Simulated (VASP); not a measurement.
Set up this calculation in VASP 6.6.1, as the native input.

| Quantity | Value |
| --- | --- |
| Task | single point |
| Functional | PBE |
| Potentials or basis | VASP PAW PBE potentials, release 64 (Ga_d) |
| Cutoff | 520 eV |
| k mesh | 6 × 6 × 4 |
| Occupations | gaussian, width 0.1 eV |
| Spin | no spin polarisation |
| Dipole correction | no |
| Further INCAR settings | ALGO = Normal; EDIFF = 1e-06; NBANDS = 20 |

The structure of Ga lies in POSCAR:

```
Ga
1.0
    2.6872241500      0.0000000000      0.0000000000
    0.0000000000      2.6872241500      0.0000000000
    0.0000000000      0.0000000000      5.8403992600
Ga
2
Direct
    0.5000000000      0.5000000000      0.2255427600
    0.5000000000      0.5000000000      0.7744572400
```

The cell was built from a structure type or drawn by symmetry, and may not be a known phase.

The input as run:

INCAR

```
PREC = Accurate ; ENCUT = 520
EDIFF = 1E-6 ; ISMEAR = 0
SIGMA = 0.1 ; LREAL = False
LASPH = True ; NELM = 80
ALGO = Normal ; ISIF = 2
LWAVE = False ; LCHARG = False
GGA = PE ; NBANDS = 20
```

KPOINTS

```
regular mesh
0
Gamma
  6 6 4
```

Potentials or basis: VASP PAW PBE potentials, release 64 (Ga_d).

Command:

```sh
$ cat potpaw_PBE.64/Ga_d/POTCAR > POTCAR
$ mpirun -np 1 vasp_std > vasp.out
```

It gave:

The pressure is 1.1 GPa. The largest force is 0.576 eV/Å and the band gap on the k mesh is zero (bands 13 and 14 overlap by 3.92 eV).

Caveat: the k points lie up to 0.39 Å⁻¹ apart, too coarse for converged energies and pressures of a metal.

Run time: 30 s on 1 thread of Intel Xeon 8259CL, on a shared host, peak memory 0.16 GiB.
